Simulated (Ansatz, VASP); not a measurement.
# One calculation of NaF, two programs

The input INCAR:

```
PREC     = Accurate       # precision mode
ENCUT    = 520            # plane-wave cutoff, eV
EDIFF    = 1E-6           # SCF threshold, eV
ISMEAR   = -1             # smearing method
SIGMA    = 0.02           # smearing width, eV
LREAL    = False          # projectors in reciprocal space
LASPH    = True           # aspherical terms in the spheres
NELM     = 60             # most SCF steps
ALGO     = Normal         # electronic algorithm
ISIF     = 2              # what is computed and relaxed
LWAVE    = False          # write WAVECAR
LCHARG   = False          # write CHGCAR
GGA      = PE             # functional
NBANDS   = 14             # bands
```

The input KPOINTS:

```
regular mesh
0
Gamma
  10 10 10
```

The input POSCAR:

```
NaF
1.0
   -0.0099543950      2.2872136930      2.2872136930
    2.2872136930     -0.0099543950      2.2872136930
    2.2872136930      2.2872136930     -0.0099543950
Na F
1 1
Direct
    0.0000000000      0.0000000000      0.0000000000
    0.5000000000      0.5000000000      0.5000000000
```

Input for Ansatz:

```yaml
crystal:
  lattice:
    - [-0.009954395, 2.287213693, 2.287213693]
    - [2.287213693, -0.009954395, 2.287213693]
    - [2.287213693, 2.287213693, -0.009954395]
  atoms:
    - { symbol: Na, position: [0.0, 0.0, 0.0] }
    - { symbol: F, position: [0.5, 0.5, 0.5] }
kpoints:
  mp_grid: { grid: [10, 10, 10] }
  band_path:
    path:
      - [0.0, 0.0, 0.0]
      - [0.5, 0.0, 0.5]
      - [0.625, 0.25, 0.625]
      - [0.375, 0.375, 0.75]
      - [0.5, 0.5, 0.5]
      - [0.5, 0.25, 0.75]
    npoints: 1
hamiltonian:
  xc: pbe
scf:
  occupations: { method: fermi_dirac, width: 0.02 }
  n_extra_bands: 4
output:
  forces: true
  stress: true
  eigenvalues: true
```

Change from the starting cell: shear_111 strain -0.7%.

Alike in both runs: task single point; functional PBE; k mesh 10 × 10 × 10; occupations fermi-dirac, width 0.02 eV; no spin polarisation.

```csv
,VASP,Ansatz
version,VASP 6.6.1,Ansatz 0.2.0
potentials or method,"VASP PAW PBE potentials, release 64 (Na_pv, F)","plane waves, PAW"
plane-wave cutoff (eV),520,420
valence electrons in the cell,14,16
```

```csv
,VASP,Ansatz,Ansatz less VASP
gap on the k mesh at the Fermi level (eV),6.46,6.48,+0.016
pressure (GPa),3.9,4.0,+0.10
"traceless stress, the component that is largest in VASP (GPa)",0.12,0.12,+0.001
```

With one functional, cell and mesh, what is left measures potentials, basis and numerics. VASP's potentials hold 14 valence electrons a cell and Ansatz's 16, so a difference there can come from the potentials and not from the codes.
